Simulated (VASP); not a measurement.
# BN (P1) in VASP: notebook

BN is run at these levels: PBE; tasks: single point.

Everything below comes from runs of VASP 6.6.1. Logs are shortened: lines on timing, memory, paths and dates and some standing lists are left out, and cuts for length are marked.

### Step 1. The cell of the first run

The typed cell holds 4 atoms: a = 2.563 Å, b = 2.563 Å, c = 4.439 Å, α = 73.22°, β = 73.22°, γ = 60.00°.

### Step 2. Single point, PBE (mode 4 frozen in at +0.000 Å and mode 5 at -0.085 Å (largest displacements))

File INCAR:

```
SYSTEM = BN
PREC = Accurate
ENCUT = 520
EDIFF = 1E-6
ISMEAR = 0
SIGMA = 0.05
LREAL = .FALSE.
LASPH = .TRUE.
NELM = 100
ALGO = Normal
ISIF = 2
LWAVE = .FALSE.
LCHARG = .FALSE.
GGA = PE
NBANDS = 16
```

File KPOINTS:

```
regular mesh
0
G
  6 6 6
  0 0 0
```

File POSCAR:

```
BN
1.0
    0.0000000000     -1.8123937734     -1.8123937734
   -1.8123937734      0.0000000000     -1.8123937734
    1.8123937734      1.8123937734     -3.6247875468
B N
2 2
Direct
    0.0365543213     -0.0113516984      0.0000000000
    0.4634456787      0.5113516984      0.5000000000
    0.4124084247      0.3633830656      0.8750000000
    0.8375915753      0.8866169344      0.3750000000
```

Potentials or basis: VASP PAW PBE potentials, release 64 (B, N).

Started as:

```bash
$ cat potpaw_PBE.64/B/POTCAR potpaw_PBE.64/N/POTCAR > POTCAR
$ mpirun -np 1 vasp_std > vasp.out
```

OUTCAR:

```text
SYSTEM = BN
   PREC = Accurate
   ENCUT = 520
   EDIFF = 1E-6
   ISMEAR = 0
   LREAL = .FALSE.
   LASPH = .TRUE.
   NELM = 100
   ISIF = 2
   GGA = PE

 ion  position               nearest neighbor table
   1  0.037  0.989  0.000-   3 1.57   3 1.57   3 1.57   4 1.58
   2  0.463  0.511  0.500-   4 1.57   4 1.57   4 1.57   3 1.58
   3  0.412  0.363  0.875-   1 1.57   1 1.57   1 1.57   2 1.58
   4  0.838  0.887  0.375-   2 1.57   2 1.57   2 1.57   1 1.58

  LATTYP: Found a trigonal (rhomboedric) cell.
 ALAT       =     4.4394399578
 COS(alpha) =     0.8333333333

  Lattice vectors:

 A1 = (   1.8123937734,   3.6247875468,  -1.8123937734)
 A2 = (   3.6247875468,   1.8123937734,  -1.8123937734)
 A3 = (   1.8123937734,   1.8123937734,  -3.6247875468)

Analysis of symmetry for initial positions (statically):
=====================================================================
 Subroutine PRICEL returns:
 Original cell was already a primitive cell.

 Routine SETGRP: Setting up the symmetry group for a
 trigonal (rhombohedral) supercell.

 Subroutine GETGRP returns: Found  1 space group operations
 (whereof  1 operations were pure point group operations)
 out of a pool of 12 trial point group operations.

The static configuration has the point symmetry C_1 .

Analysis of symmetry for dynamics (positions and initial velocities):
=====================================================================
 Subroutine PRICEL returns:
 Original cell was already a primitive cell.

 Routine SETGRP: Setting up the symmetry group for a
 trigonal (rhombohedral) supercell.

 Subroutine GETGRP returns: Found  1 space group operations
 (whereof  1 operations were pure point group operations)
 out of a pool of 12 trial point group operations.

The dynamic configuration has the point symmetry C_1 .

 Subroutine INISYM returns: Found  1 space group operations
 (whereof  1 operations are pure point group operations),
 and found     1 'primitive' translations

----------------------------------------------------------------------------------------

                                     Primitive cell

  volume of cell :      23.8132

  direct lattice vectors                    reciprocal lattice vectors
     0.000000000 -1.812393773 -1.812393773     0.137939119 -0.413817356 -0.137939119
[... 84 lines left out ...]
   ISPIN  =      1    spin polarized calculation?
   LNONCOLLINEAR =      F non collinear calculations
   LSORBIT =      F    spin-orbit coupling
   LASPH  =      T    aspherical Exc in radial PAW
   ENCUT  =  520.0 eV  38.22 Ry    6.18 a.u.   4.77  4.77  8.25*2*pi/ulx,y,z
   NELM   =    100;   NELMIN=  2; NELMDL= -5     # of ELM steps
   EDIFF  = 0.1E-05   stopping-criterion for ELM
   LREAL  =      F    real-space projection
   EDIFFG = 0.1E-04   stopping-criterion for IOM
   NSW    =      0    number of steps for IOM
   IBRION =     -1    ionic relax: 0-MD 1-quasi-New 2-CG
   NFREE  =      0    steps in history (QN), initial steepest desc. (CG)
   ISIF   =      2    stress and relaxation
   ISYM   =      2    0-nonsym 1-usesym 2-fastsym
   POTIM  = 0.5000    time-step for ionic-motion
   TEBEG  =    0.0;   TEEND  =   0.0 temperature during run
   PSTRESS=    0.0 pullay stress
   NELECT =      16.0000    total number of electrons
   NUPDOWN=      -1.0000    fix difference up-down
   EMIN   =  10.00;   EMAX   =-10.00  energy-range for DOS
   EFERMI =   0.00;   METHOD = LEGACY
   ISMEAR =     0;   SIGMA  =   0.05  broadening in eV -4-tet -1-fermi 0-gaus
   EFERMI_NEDOS =   21; number of points for ismear=-14 and -15
   IALGO  =     38    algorithm
   IMIX   =      4    mixing-type and parameters
     AMIX     =   0.40;   BMIX     =  1.00
     AMIX_MAG =   1.60;   BMIX_MAG =  1.00
  volume/ion in A,a.u.               =       5.95        40.17
  Fermi-wavevector in a.u.,A,eV,Ry     =   1.433867  2.709616 27.973240  2.055975
  Thomas-Fermi vector in A             =   2.553338
   LORBIT       =      0    0 simple, 1 ext, 2 COOP (PROOUT), +10 PAW based schemes
   GGA     = PE    functional components
   LHFCALC =     F    Hartree Fock is set to
   AEXX    =    0.0000 exact exchange contribution
   IVDW    =     0    specifies the selected vdW correction
   LEPSILON=     F    determine dielectric tensor
   LRPA    =     F    only Hartree local field effects (RPA)
 non-spin polarized calculation
 Gauss-broadening in eV      SIGMA  =   0.05
  energy-cutoff  :      520.00
  volume of cell :       23.81
 maximum number of plane-waves:       663
   NGX =  9   NGY =  9   NGZ = 17

 number of electron      16.0000000 magnetization

 Free energy of the ion-electron system (eV)
  ---------------------------------------------------
  ext. energy  EPLUGINS =         0.00000000
  ---------------------------------------------------
  free energy    TOTEN  =       -34.74770919 eV

  energy without entropy =      -34.74770919  energy(sigma->0) =      -34.74770919

 E-fermi :   7.6991     XC(G=0): -12.7901

 val. band max:        7.3989833718   @ k =   0.0000   0.0000   0.0000
 cond. band min:      11.7142953617   @ k =   0.5000   0.0000   0.5000
 fundamental gap:      4.3153119899
 Fermi energy:         7.6990665984

 k-point     1 :       0.0000    0.0000    0.0000
  band No.  band energies     occupation
      1     -12.8274      2.00000
      2      -8.6370      2.00000
      3      -3.2864      2.00000
      4       5.4148      2.00000
      5       5.4387      2.00000
      6       7.2184      2.00000
[... 433 lines left out ...]
      3      -1.6034      2.00000
      4      -0.1149      2.00000
      5       1.2794      2.00000
      6       1.9128      2.00000
[... 8 lines left out ...]
     15      22.6846      0.00000
     16      23.6126      0.00000

 [... further k-points ...]
[... 5 lines left out ...]
  --------------------------------------------------------------------------------------
  -------------------------------------------------------------------------------------
  Total        0.1985502     -0.2233637      0.0206732      0.0718794     -0.1045677     -0.0262206
  in kB       13.3586695    -15.0281476      1.3909137      4.8361216     -7.0354242     -1.7641475
  external PRESSURE =      -0.0928548 kB  Pullay stress =       0.0000000 kB

 VOLUME and BASIS-vectors are now :
 -----------------------------------------------------------------------------
  energy-cutoff  :      520.00
  volume of cell :       23.81
      direct lattice vectors                 reciprocal lattice vectors
     0.000000000 -1.812393773 -1.812393773     0.137939119 -0.413817356 -0.137939119
    -1.812393773  0.000000000 -1.812393773    -0.413817356  0.137939119 -0.137939119
     1.812393773  1.812393773 -3.624787547     0.137939119  0.137939119 -0.137939119

 POSITION                                       TOTAL-FORCE (eV/Angst)
 -----------------------------------------------------------------------------------
     -1.79182     -0.06625     -1.85807        -0.179366      0.598592      0.416268
     -0.02057      0.06625     -3.57911         0.198986     -0.613328     -0.421790
      0.92725      0.83840     -4.57773        -0.266317      0.822179      0.568965
     -0.92725     -0.83840     -4.48424         0.246697     -0.807444     -0.563443
 -----------------------------------------------------------------------------------
    total drift:                               -0.000041     -0.000036      0.000030

  FREE ENERGIE OF THE ION-ELECTRON SYSTEM (eV)
  ---------------------------------------------------
  free  energy   TOTEN  =       -34.7477091936 eV

  energy  without entropy=      -34.7477091936  energy(sigma->0) =      -34.74770919
```

stdout:

```text
POSCAR found type information on POSCAR B N
 POSCAR found :  2 types and       4 ions
 scaLAPACK will be used
 LDA part: xc-table for (Slater+PW92), standard interpolation
 POSCAR, INCAR and KPOINTS ok, starting setup
 FFT: planning ... GRIDC
 FFT: planning ... GRID_SOFT
 FFT: planning ... GRID
 WAVECAR not read
 entering main loop
```

Run time: 25 s. Hardware: 1 thread of Intel Xeon Platinum 8488C (Sapphire Rapids), shared host; peak memory 0.15 GiB.

What came out:

| Property | Result |
| --- | --- |
| Free energy | -34.7477 eV |
| Pressure | 0.0 GPa |
| Largest force | 1.035 eV/Å |
| Band gap on the k mesh | 4.32 eV, indirect (least direct gap 6.27 eV) |

Forces in eV/Å, atoms in the order of the input:
```
B   -0.179  0.599  0.416
B    0.199 -0.613 -0.422
N   -0.266  0.822  0.569
N    0.247 -0.807 -0.563
```

Levels at points of the mesh, in eV from the valence-band top:
```csv
k point,band 6,band 7,band 8,band 9,band 10,band 11
"(0.00, 0.00, 0.00)",-0.18,-0.12,0.00,8.48,8.67,8.72
"(0.50, 0.00, 0.00)",-4.80,-3.73,-3.69,7.17,7.52,11.87
"(0.00, 0.50, 0.00)",-5.12,-3.65,-3.63,7.34,7.43,12.20
"(0.50, 0.50, 0.50)",-4.97,-3.68,-3.65,7.26,7.48,11.97
"(0.50, 0.50, 0.00)",-4.90,-2.09,-1.93,4.35,9.03,9.82
"(0.00, 0.50, 0.50)",-4.88,-2.12,-1.91,4.37,9.18,9.78
"(0.50, 0.00, 0.50)",-4.90,-2.03,-1.95,4.32,8.84,9.87
"(0.00, 0.00, 0.50)",-1.35,-1.04,-1.03,8.92,9.11,9.79
```

Caveat: the k points lie up to 0.48 Å⁻¹ apart; the cell differs from its parent crystal (mode 4 frozen in at +0.000 Å and mode 5 at -0.085 Å (largest displacements)); forces of over 1 eV/Å act on the atoms, so gaps and moduli don't describe the material at rest. A k mesh can miss the band edges.

### Step 3. Single point, PBE (mode 4 frozen in at -0.051 Å and mode 5 at -0.068 Å (largest displacements))

File INCAR:

```
SYSTEM = BN
ALGO = Normal
EDIFF = 1E-6
ENCUT = 520
GGA = PE
ISIF = 2
ISMEAR = 0
LASPH = .True.
LCHARG = .False.
LREAL = .False.
LWAVE = .False.
NBANDS = 16
NELM = 60
PREC = Accurate
SIGMA = 0.05
```

File KPOINTS:

```
k-points
0
Gamma
  6 6 6
  0 0 0
```

File POSCAR:

```
BN
1.0
    0.0000000000     -1.8123937734     -1.8123937734
   -1.8123937734      0.0000000000     -1.8123937734
    1.8123937734      1.8123937734     -3.6247875468
B N
2 2
Direct
    0.0244453560      0.0123118743      0.0000000000
    0.4755546440      0.4876881257      0.5000000000
    0.4000165296      0.3875995452      0.8750000000
    0.8499834704      0.8624004548      0.3750000000
```

Potentials or basis: VASP PAW PBE potentials, release 64 (B, N).

Started as:

```bash
$ cat potpaw_PBE.64/B/POTCAR potpaw_PBE.64/N/POTCAR > POTCAR
$ mpirun -np 1 vasp_std > vasp.out
```

Wall time 25 s (1 thread of Intel Xeon Platinum 8488C (Sapphire Rapids), shared host); peak memory 0.15 GiB.

It converged, with:

```
Free energy            : -34.7477 eV
Pressure               : 0.0 GPa
Largest force          : 1.035 eV/Å
Band gap on the k mesh : 4.31 eV, indirect (least direct gap 6.27 eV)
```

Forces on the atoms (eV/Å):
```
B    0.215  0.410  0.617
B   -0.196 -0.403 -0.602
N    0.269  0.546  0.812
N   -0.288 -0.553 -0.827
```

Stress tensor (GPa, compression positive):
```
 1.28  0.17 -0.50
 0.17  0.23 -0.69
-0.50 -0.69 -1.54
```

Levels at points of the mesh, in eV from the valence-band top:
```
           k point  band 5  band 6  band 7  band 8  band 9  band 10  band 11  band 12
(0.00, 0.00, 0.00)   -1.96   -0.18   -0.11    0.00    8.48     8.67     8.72     9.84
(0.50, 0.00, 0.00)   -5.36   -4.97   -3.68   -3.65    7.27     7.47    11.98    13.19
(0.00, 0.50, 0.00)   -5.30   -5.11   -3.65   -3.63    7.34     7.43    12.18    12.80
(0.50, 0.50, 0.50)   -5.39   -4.80   -3.73   -3.69    7.17     7.52    11.87    13.34
(0.50, 0.50, 0.00)   -4.94   -4.89   -2.03   -1.95    4.31     8.84     9.87    10.59
(0.00, 0.50, 0.50)   -4.95   -4.88   -2.12   -1.91    4.37     9.17     9.78    10.48
(0.50, 0.00, 0.50)   -4.93   -4.90   -2.09   -1.93    4.35     9.04     9.81    10.48
(0.00, 0.00, 0.50)   -1.35   -1.35   -1.04   -1.03    8.92     9.12     9.78    10.28
```

Caveat: the k points lie up to 0.48 Å⁻¹ apart; the cell differs from its parent crystal (mode 4 frozen in at -0.051 Å and mode 5 at -0.068 Å (largest displacements)); forces of over 1 eV/Å act on the atoms, so gaps and moduli don't describe the material at rest. A k mesh can miss the band edges.
